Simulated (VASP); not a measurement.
Here is a VASP 6.6.1 calculation.

The input INCAR:

```
PREC = Accurate ; ENCUT = 1300
EDIFF = 1E-7 ; ISMEAR = 0
SIGMA = 0.1 ; LREAL = False
LASPH = True ; NELM = 120
ALGO = Normal ; ISIF = 3
LWAVE = False ; LCHARG = False
GGA = PE ; IBRION = 2
NSW = 80 ; EDIFFG = -0.01
GGA_COMPAT = False ; NELMIN = 4
```

Contents of KPOINTS:

```
regular mesh
0
Gamma
  1 1 1
```

Contents of POSCAR:

```
C
1.0
    1.2280479700     -2.1270618200      0.0000000000
    1.2280479700      2.1270618200      0.0000000000
    0.0000000000      0.0000000000      7.1732677600
C
4
Direct
    0.0833794600      0.9166205400      0.7531376000
    0.5833794600      0.4166205400      0.2468624000
    0.9166205400      0.0833794600      0.2468624000
    0.4166205400      0.5833794600      0.7531376000
```

Potentials or basis: VASP PAW PBE potentials, release 64 (C_h).

Run with:

```console
$ cat potpaw_PBE.64/C_h/POTCAR > POTCAR
$ mpirun -np 1 vasp_gam > vasp.out
```

Question: What does it give for the space group after relaxing (to 0.1 Å)?

Answer: Fmmm (No. 69).

Question: Predict the relaxed cell.

Answer: a = 2.528 Å, b = 2.528 Å, c = 9.358 Å, α = 90.00°, β = 90.00°, γ = 119.96°.

Final structure:
```xyz
4
Lattice="1.2646 -2.1888 0.0000 1.2646 2.1888 0.0000 0.0000 0.0000 9.3583" Properties=species:S:1:pos:R:3 pbc="T T T"
C     1.2646    1.8241    7.0354
C     1.2646   -0.3647    2.3229
C     1.2646   -1.8241    2.3229
C     1.2646    0.3647    7.0354
```
